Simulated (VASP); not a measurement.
Runs of VASP 6.6.1 on Ir. The structure is that of space group P6/mmm (No. 191), or close to it. The cells are those of the table. This isn't the form of Ir at room conditions, which is fcc.

```tsv
cell	k mesh	gap on the mesh (eV)	pressure (GPa)
a = 4.260, b = 4.260, c = 2.630 Å, angles 90.0, 90.0, 120.0°, 3 atoms	9 × 9 × 13	none	33.8
a = 4.197, b = 4.197, c = 2.592 Å, angles 90.0, 90.0, 120.0°, 3 atoms	9 × 9 × 13	none	57.7
a = 4.380, b = 4.380, c = 2.705 Å, angles 90.0, 90.0, 120.0°, 3 atoms	11 × 11 × 15	none	0.3
a = 4.437, b = 4.437, c = 2.740 Å, angles 90.0, 90.0, 120.0°, 3 atoms	9 × 9 × 13	none	(a)
a = 4.380, b = 4.380, c = 2.705 Å, angles 90.0, 90.0, 120.0°, 3 atoms	9 × 9 × 12	none	0.3
```

Alike in all rows: task single point; level PBE; potentials or basis VASP PAW PBE potentials, release 64 (Ir); no spin polarisation; cutoff (eV) 520; smearing fermi-dirac 0.1 eV.

Problem. Estimate the missing entries.

Solution. (a) -11.2.

Caveats: spin-orbit coupling is left out, which moves the levels of the heavy elements; the cell stands under pressure (at least some runs); the cell stands under tension (at least some runs).

A k mesh can miss the band edges, and the runs leave out spin-orbit coupling on Ir.

A gap of «none» marks levels without a gap at the run's occupations.
